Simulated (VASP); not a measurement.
Wanted: the native input for a VASP 6.6.1 run.

- Task: single point
- Functional: PBE
- Potentials or basis: VASP PAW PBE potentials, release 64 (Sc_sv, I, Cl)
- Cutoff: 520 eV
- k mesh: 12 × 12 × 4
- Occupations: gaussian, width 0.1 eV
- Spin: no spin polarisation
- Dipole correction: no
- Further INCAR settings: ALGO = Normal; EDIFF = 1e-06; NBANDS = 24

The structure of ScI2Cl lies in POSCAR:

```
ScI2Cl
1.0
    4.3323931316      0.0000000000      0.0000000000
   -2.1661965658      3.7519625112      0.0000000000
    0.0000000000      0.0000000000     11.0111562387
Sc I Cl
1 2 1
Direct
    0.0000000000      0.0000000000      0.5000000000
    0.0000000000      0.0000000000      0.2599022824
    0.0000000000      0.0000000000      0.7400977176
    0.0000000000      0.0000000000      0.0000000000
```

The cell was generated, and may not be a known phase.

One way to write it, as run:

INCAR

```
ALGO     = Normal         # electronic algorithm
EDIFF    = 1E-6           # SCF threshold, eV
ENCUT    = 520            # plane-wave cutoff, eV
GGA      = PE             # functional
ISIF     = 2              # what is computed and relaxed
ISMEAR   = 0              # smearing method
LASPH    = True           # aspherical terms in the spheres
LCHARG   = False          # write CHGCAR
LREAL    = False          # projectors in reciprocal space
LWAVE    = False          # write WAVECAR
NBANDS   = 24             # bands
NELM     = 100            # most SCF steps
PREC     = Accurate       # precision mode
SIGMA    = 0.1            # smearing width, eV
```

KPOINTS

```
k-points
0
Gamma
  12 12 4
```

Potentials or basis: VASP PAW PBE potentials, release 64 (Sc_sv, I, Cl).

The run is started by

```console
$ cat potpaw_PBE.64/Sc_sv/POTCAR potpaw_PBE.64/I/POTCAR potpaw_PBE.64/Cl/POTCAR > POTCAR
$ mpirun -np 1 vasp_std > vasp.out
```

Results of the run:

```yaml
Pressure: 0.0 GPa
Largest_force: 0.027 eV/Å
Band_gap_on_the_k_mesh: zero (bands 16 and 17 overlap by 0.88 eV)
```

Caveat: spin-orbit coupling is left out, which moves the levels of the heavy elements.

Run time: 2.4 min on 1 thread of Intel(R) Xeon(R) 6975P-C (Granite Rapids), with other jobs on the host, peak memory 0.44 GiB.
